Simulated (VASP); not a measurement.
Input of a VASP 6.6.1 run:

Contents of INCAR:

```
PREC = Accurate
ENCUT = 520
EDIFF = 1E-7
ISMEAR = 0
SIGMA = 0.01
LREAL = False
LASPH = True
NELM = 80
ALGO = Normal
ISIF = 2
LWAVE = False
LCHARG = True
GGA = PE
LELF = True
LVHAR = True
NBANDS = 28
```

The input KPOINTS:

```
regular mesh
0
Gamma
  4 4 4
```

Contents of POSCAR:

```
KSrCl3
1.0
    5.6173747186      0.0000000000      0.0000000000
    0.0000000000      5.6173747186      0.0000000000
    0.0000000000      0.0000000000      5.6173747186
K Sr Cl
1 1 3
Direct
    0.0000000000      0.0000000000      0.0000000000
    0.5000000000      0.5000000000      0.5000000000
    0.5000000000      0.5000000000      0.0000000000
    0.5000000000      0.0000000000      0.5000000000
    0.0000000000      0.5000000000      0.5000000000
```

Potentials or basis: VASP PAW PBE potentials, release 64 (K_sv, Sr_sv, Cl).

Launch:

```console
$ cat potpaw_PBE.64/K_sv/POTCAR potpaw_PBE.64/Sr_sv/POTCAR potpaw_PBE.64/Cl/POTCAR > POTCAR
$ mpirun -np 1 vasp_std > vasp.out
```

(1) What does it give for the band gap on the k mesh?

(2) What does it give for the pressure?

## Answers

(1) 4.50 eV, indirect (least direct gap 4.71 eV).

(2) 0.8 GPa.
